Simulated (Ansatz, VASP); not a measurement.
**SiO2 in VASP and in Ansatz**

```xyz
12
Lattice="4.9816 0.0000 0.0000 0.0000 4.9816 0.0000 0.0000 0.0000 6.9207" Properties=species:S:1:pos:R:3 pbc="T T T"
Si    0.9855    0.9855    0.0000
Si    1.5053    3.4762    5.1905
Si    3.4762    1.5053    1.7302
Si    3.9961    3.9961    3.4603
O     3.0323    3.6778    4.7140
O     1.9492    1.3038    1.2537
O     3.6778    3.0323    2.2067
O     1.1870    4.4400    6.4442
O     1.3038    1.9492    5.6670
O     0.5415    3.7946    3.9369
O     4.4400    1.1870    0.4765
O     3.7946    0.5415    2.9838
```

Alike in both runs: functional r2SCAN; k mesh 6 × 6 × 4; occupations gaussian, width 0.02 eV; no spin polarisation.

Ansatz relaxed the structure, and its values are those at the end. VASP's run is a single point on that final structure, the one shown.

```csv
,VASP,Ansatz
version,VASP 6.6.1,Ansatz 0.2.0
potentials or method,"VASP PAW PBE potentials, release 64 (Si, O), cutoff 520 eV","scalar-relativistic, plane waves, PAW"
valence electrons in the cell,64,64
```

```csv
,VASP,Ansatz,Ansatz less VASP
gap on the k mesh at the Fermi level (eV),6.35,6.35,-0.001
least direct gap on the mesh (eV),6.35,6.35,-0.001
pressure (GPa),0.2,0.0,-0.19
rms of the force components (eV/Å),0.009,0.001,-0.0087
```

VASP's potentials were made for PBE, not for r2SCAN.
